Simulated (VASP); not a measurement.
# HfN (Fm-3m) in VASP: a series of runs

The runs below take HfN through single point, with PBE.

All numbers are computed with VASP 6.6.1; they aren't measurements. Logs are shortened: lines on timing, memory, paths and dates and some standing lists are left out, and cuts for length are marked.

### 1 The cell of the first run

Symmetry: Fm-3m, No. 225, cubic system. The conventional cell has a = 4.512 Å, b = 4.512 Å, c = 4.512 Å, α = 90.00°, β = 90.00°, γ = 90.00°. Hf (site symmetry m-3m) has 6 N at 2.26 Å within 3.0 Å. N (site symmetry m-3m) has 6 Hf at 2.26 Å within 3.0 Å.

### 2 Single point, PBE

Contents of INCAR:

```
SYSTEM = HfN
PREC = Accurate
ENCUT = 600
EDIFF = 1E-6
ISMEAR = -1
SIGMA = 0.1
LREAL = .FALSE.
LASPH = .TRUE.
NELM = 120
ALGO = Normal
ISIF = 2
LWAVE = .FALSE.
LCHARG = .TRUE.
GGA = PE
LELF = .TRUE.
LVHAR = .TRUE.
NBANDS = 14
GGA_COMPAT = .FALSE.
```

Contents of KPOINTS:

```
Automatic mesh
0
G
  4 4 4
  0 0 0
```

Contents of POSCAR:

```
HfN
1.0
    3.1904660000      0.0000000000      0.0000000000
    1.5952330000      2.7630246059      0.0000000000
    1.5952330000      0.9210082020      2.6050045806
Hf N
1 1
Direct
    0.0000000000      0.0000000000      0.0000000000
    0.5000000000      0.5000000000      0.5000000000
```

Potentials or basis: VASP PAW PBE potentials, release 64 (Hf_pv, N).

Run with:

```
$ cat potpaw_PBE.64/Hf_pv/POTCAR potpaw_PBE.64/N/POTCAR > POTCAR
$ mpirun -np 1 vasp_std > vasp.out
```

OUTCAR:

```text
SYSTEM = HfN
   PREC = Accurate
   ENCUT = 600
   EDIFF = 1E-6
   ISMEAR = -1
   LREAL = .FALSE.
   LASPH = .TRUE.
   NELM = 120
   ISIF = 2
   GGA = PE

 ion  position               nearest neighbor table
   1  0.000  0.000  0.000-   2 2.26   2 2.26   2 2.26   2 2.26   2 2.26   2 2.26
   2  0.500  0.500  0.500-   1 2.26   1 2.26   1 2.26   1 2.26   1 2.26   1 2.26

  LATTYP: Found a face centered cubic cell.
 ALAT       =     4.5120002875

  Lattice vectors:

 A1 = (   3.1904660000,   0.0000000000,   0.0000000000)
 A2 = (   1.5952330000,   2.7630246059,   0.0000000000)
 A3 = (   1.5952330000,   0.9210082020,   2.6050045806)

Analysis of symmetry for initial positions (statically):
=====================================================================
 Subroutine PRICEL returns:
 Original cell was already a primitive cell.

 Routine SETGRP: Setting up the symmetry group for a
 face centered cubic supercell.

 Subroutine GETGRP returns: Found 48 space group operations
 (whereof 48 operations were pure point group operations)
 out of a pool of 48 trial point group operations.

The static configuration has the point symmetry O_h .

Analysis of symmetry for dynamics (positions and initial velocities):
=====================================================================
 Subroutine PRICEL returns:
 Original cell was already a primitive cell.

 Routine SETGRP: Setting up the symmetry group for a
 face centered cubic supercell.

 Subroutine GETGRP returns: Found 48 space group operations
 (whereof 48 operations were pure point group operations)
 out of a pool of 48 trial point group operations.

The dynamic configuration has the point symmetry O_h .

 Subroutine INISYM returns: Found 48 space group operations
 (whereof 48 operations are pure point group operations),
 and found     1 'primitive' translations

----------------------------------------------------------------------------------------

                                     Primitive cell

  volume of cell :      22.9640

  direct lattice vectors                    reciprocal lattice vectors
     3.190466000  0.000000000  0.000000000     0.313433837 -0.180961110 -0.127958828
     1.595233000  2.763024606  0.000000000     0.000000000  0.361922220 -0.127958828
     1.595233000  0.921008202  2.605004581     0.000000000  0.000000000  0.383876484

  length of vectors
     3.190466000  3.190466000  3.190466000     0.383876484  0.383876484  0.383876484

  position of ions in fractional coordinates (direct lattice)
     0.000000000  0.000000000  0.000000000
     0.500000000  0.500000000  0.500000000

  ion indices of the primitive-cell ions
   primitive index   ion index
                 1           1
                 2           2

----------------------------------------------------------------------------------------

 KPOINTS: Automatic mesh

Automatic generation of k-mesh.
 Grid dimensions read from file:
 generate k-points for:    4    4    4

 Generating k-lattice:

  Cartesian coordinates                     Fractional coordinates (reciprocal lattice)
     0.078358459 -0.045240278 -0.031989707     0.250000000  0.000000000  0.000000000
     0.000000000  0.090480555 -0.031989707     0.000000000  0.250000000  0.000000000
     0.000000000  0.000000000  0.095969121     0.000000000  0.000000000  0.250000000

  Length of vectors
     0.095969121  0.095969121  0.095969121

  Shift w.r.t. Gamma in fractional coordinates (k-lattice)
     0.000000000  0.000000000  0.000000000

 Subroutine IBZKPT returns following result:
 ===========================================

 Found      8 irreducible k-points:

 Following reciprocal coordinates:
            Coordinates               Weight
  0.000000  0.000000  0.000000      1.000000
  0.250000 -0.000000  0.000000      8.000000
  0.500000 -0.000000  0.000000      4.000000
  0.250000  0.250000 -0.000000      6.000000
  0.500000  0.250000  0.000000     24.000000
 -0.250000  0.250000 -0.000000     12.000000
  0.500000  0.500000 -0.000000      3.000000
 -0.250000  0.500000  0.250000      6.000000
   k-points           NKPTS =      8   k-points in BZ     NKDIM =      8   number of bands    NBANDS=     14
   number of dos      NEDOS =    301   number of ions     NIONS =      2
   total plane-waves  NPLWV =  21952
   dimension x,y,z NGX =    28 NGY =   28 NGZ =   28
   dimension x,y,z NGXF=    56 NGYF=   56 NGZF=   56
   ions per type =               1   1
   NGX,Y,Z   is equivalent  to a cutoff of  14.59, 14.59, 14.59 a.u.
   NGXF,Y,Z  is equivalent  to a cutoff of  29.18, 29.18, 29.18 a.u.
 SYSTEM =  HfN
   PREC   = accura    normal or accurate (medium, high low for compatibility)
   ISTART =      0    job   : 0-new  1-cont  2-samecut
   ICHARG =      2    charge: 1-file 2-atom 10-const
   ISPIN  =      1    spin polarized calculation?
   LNONCOLLINEAR =      F non collinear calculations
   LSORBIT =      F    spin-orbit coupling
   LASPH  =      T    aspherical Exc in radial PAW
   ENCUT  =  600.0 eV  44.10 Ry    6.64 a.u.   6.37  6.37  6.37*2*pi/ulx,y,z
   NELM   =    120;   NELMIN=  2; NELMDL= -5     # of ELM steps
   EDIFF  = 0.1E-05   stopping-criterion for ELM
   LREAL  =      F    real-space projection
   EDIFFG = 0.1E-04   stopping-criterion for IOM
   NSW    =      0    number of steps for IOM
   IBRION =     -1    ionic relax: 0-MD 1-quasi-New 2-CG
   NFREE  =      0    steps in history (QN), initial steepest desc. (CG)
   ISIF   =      2    stress and relaxation
   ISYM   =      2    0-nonsym 1-usesym 2-fastsym
   POTIM  = 0.5000    time-step for ionic-motion
   TEBEG  =    0.0;   TEEND  =   0.0 temperature during run
   PSTRESS=    0.0 pullay stress
   NELECT =      15.0000    total number of electrons
   NUPDOWN=      -1.0000    fix difference up-down
   EMIN   =  10.00;   EMAX   =-10.00  energy-range for DOS
   EFERMI =   0.00;   METHOD = LEGACY
   ISMEAR =    -1;   SIGMA  =   0.10  broadening in eV -4-tet -1-fermi 0-gaus
   EFERMI_NEDOS =   21; number of points for ismear=-14 and -15
   IALGO  =     38    algorithm
   IMIX   =      4    mixing-type and parameters
     AMIX     =   0.40;   BMIX     =  1.00
     AMIX_MAG =   1.60;   BMIX_MAG =  1.00
  volume/ion in A,a.u.               =      11.48        77.48
  Fermi-wavevector in a.u.,A,eV,Ry     =   1.420440  2.684242 27.451780  2.017649
  Thomas-Fermi vector in A             =   2.541355
   LORBIT       =      0    0 simple, 1 ext, 2 COOP (PROOUT), +10 PAW based schemes
   GGA     = PE    functional components
   LHFCALC =     F    Hartree Fock is set to
   AEXX    =    0.0000 exact exchange contribution
   IVDW    =     0    specifies the selected vdW correction
   LEPSILON=     F    determine dielectric tensor
   LRPA    =     F    only Hartree local field effects (RPA)
 non-spin polarized calculation
  energy-cutoff  :      600.00
  volume of cell :       22.96
 maximum number of plane-waves:       778
 NGX is ok and might be reduce to    28
   NGX = 13   NGY = 13   NGZ = 13

 number of electron      15.0000002 magnetization

 Free energy of the ion-electron system (eV)
  ---------------------------------------------------
  ext. energy  EPLUGINS =         0.00000000
  ---------------------------------------------------
  free energy    TOTEN  =       -21.76695420 eV

  energy without entropy =      -21.73906213  energy(sigma->0) =      -21.75300816

 E-fermi :   8.0057     XC(G=0): -12.7565

 val. band max:        7.7681390209   @ k =   0.5000   0.2500   0.0000
 cond. band min:       8.0688481810   @ k =   0.0000   0.0000   0.0000
 fundamental gap:      0.3007091601
 Fermi energy:         8.0056714473

 k-point     1 :       0.0000    0.0000    0.0000
  band No.  band energies     occupation
      1     -22.7307      2.00000
      2     -22.7307      2.00000
      3     -22.7307      2.00000
      4      -9.1161      2.00000
      5       5.3852      2.00000
      6       5.3852      2.00000
      7       5.3852      2.00000
      8       8.0688      0.69422
      9       8.0688      0.69422
     10       8.0688      0.69422
     11      10.2520      0.00000
     12      10.3919      0.00000
     13      10.3919      0.00000
     14      17.9876      0.00000

 k-point     2 :       0.2500   -0.0000    0.0000
  band No.  band energies     occupation
      1     -23.2399      2.00000
      2     -22.7747      2.00000
      3     -22.7747      2.00000
      4      -7.8712      2.00000
      5       1.9544      2.00000
      6       3.3763      2.00000
      7       3.3763      2.00000
      8       8.9868      0.00011
      9       9.7612      0.00000
     10       9.7612      0.00000
     11      13.1060      0.00000
     12      13.7646      0.00000
     13      13.7646      0.00000
     14      20.6276      0.00000

 k-point     3 :       0.5000   -0.0000    0.0000
  band No.  band energies     occupation
      1     -23.6997      2.00000
      2     -22.8180      2.00000
      3     -22.8180      2.00000
      4      -6.3735      2.00000
      5      -0.4914      2.00000
      6       2.2128      2.00000
      7       2.2128      2.00000
      8      11.7098      0.00000
      9      12.1396      0.00000
     10      12.1396      0.00000
     11      12.8656      0.00000
     12      17.2955      0.00000
     13      17.2955      0.00000
     14      20.4292      0.00000

 k-point     4 :       0.2500    0.2500   -0.0000
  band No.  band energies     occupation
      1     -23.1849      2.00000
      2     -22.8877      2.00000
      3     -22.8877      2.00000
      4      -7.9464      2.00000
      5       1.6198      2.00000
      6       4.5524      2.00000
      7       4.5524      2.00000
      8       5.9649      2.00000
      9      11.3437      0.00000
     10      11.6470      0.00000
     11      11.6563      0.00000
     12      11.6563      0.00000
     13      16.7418      0.00000
     14      20.6302      0.00000

 k-point     5 :       0.5000    0.2500    0.0000
  band No.  band energies     occupation
      1     -23.4947      2.00000
      2     -23.0680      2.00000
      3     -22.9315      2.00000
      4      -7.2532      2.00000
      5       1.3215      2.00000
      6       2.7565      2.00000
      7       3.3058      2.00000
      8       7.7681      1.82985
      9      12.4425      0.00000
     10      12.9112      0.00000
     11      14.7187      0.00000
     12      14.7944      0.00000
     13      17.6189      0.00000
     14      18.6809      0.00000

 k-point     6 :      -0.2500    0.2500   -0.0000
  band No.  band energies     occupation
      1     -23.4246      2.00000
      2     -23.0923      2.00000
      3     -22.8196      2.00000
      4      -7.0359      2.00000
      5       0.6789      2.00000
      6       2.5240      2.00000
      7       3.0863      2.00000
      8      10.1914      0.00000
      9      10.6293      0.00000
     10      11.6300      0.00000
     11      12.8292      0.00000
     12      16.5331      0.00000
     13      17.2252      0.00000
     14      20.1586      0.00000

 k-point     7 :       0.5000    0.5000   -0.0000
  band No.  band energies     occupation
      1     -23.5323      2.00000
      2     -23.0423      2.00000
      3     -23.0423      2.00000
      4      -8.0230      2.00000
      5       3.0039      2.00000
      6       4.5904      2.00000
      7       4.7213      2.00000
      8       4.7213      2.00000
      9      12.5317      0.00000
     10      13.9677      0.00000
     11      13.9677      0.00000
     12      14.0534      0.00000
     13      16.4668      0.00000
     14      17.5154      0.00000

 k-point     8 :      -0.2500    0.5000    0.2500
  band No.  band energies     occupation
      1     -23.2917      2.00000
      2     -23.2917      2.00000
      3     -23.0809      2.00000
      4      -7.3972      2.00000
      5       2.2360      2.00000
      6       2.9397      2.00000
      7       2.9397      2.00000
      8       9.5452      0.00000
      9       9.5452      0.00000
     10      13.9838      0.00000
     11      13.9894      0.00000
     12      14.6160      0.00000
     13      18.9253      0.00000
     14      20.6593      0.00000

------------------------ aborting loop because EDIFF is reached ----------------------------------------

  FORCE on cell =-STRESS in cart. coord.  units (eV):
  Direction    XX          YY          ZZ          XY          YZ          ZX
  --------------------------------------------------------------------------------------
  -------------------------------------------------------------------------------------
  Total        0.6164878      0.6164878      0.6164878      0.0000000      0.0000000     -0.0000000
  in kB       43.0118082     43.0118082     43.0118082      0.0000000      0.0000000     -0.0000000
  external PRESSURE =      43.0118082 kB  Pullay stress =       0.0000000 kB

 VOLUME and BASIS-vectors are now :
 -----------------------------------------------------------------------------
  energy-cutoff  :      600.00
  volume of cell :       22.96
      direct lattice vectors                 reciprocal lattice vectors
     3.190466000  0.000000000  0.000000000     0.313433837 -0.180961110 -0.127958828
     1.595233000  2.763024606  0.000000000     0.000000000  0.361922220 -0.127958828
     1.595233000  0.921008202  2.605004581     0.000000000  0.000000000  0.383876484

 POSITION                                       TOTAL-FORCE (eV/Angst)
 -----------------------------------------------------------------------------------
      0.00000      0.00000      0.00000        -0.000000      0.000000      0.000000
      3.19047      1.84202      1.30250         0.000000     -0.000000      0.000000
 -----------------------------------------------------------------------------------
    total drift:                                0.000000      0.000000      0.000000

  FREE ENERGIE OF THE ION-ELECTRON SYSTEM (eV)
  ---------------------------------------------------
  free  energy   TOTEN  =       -21.7669541961 eV

  energy  without entropy=      -21.7390621272  energy(sigma->0) =      -21.75300816
```

Wall time 7.3 s (1 thread of Intel Xeon Platinum 8488C (Sapphire Rapids), shared host); peak memory 0.15 GiB.

Results:

| Property | Result |
| --- | --- |
| Free energy | -21.7670 eV |
| Pressure | 4.3 GPa |

Caveat: the k points lie up to 0.60 Å⁻¹ apart; spin-orbit coupling is left out, which moves the levels of the heavy elements.

[end of part 1 of 3]
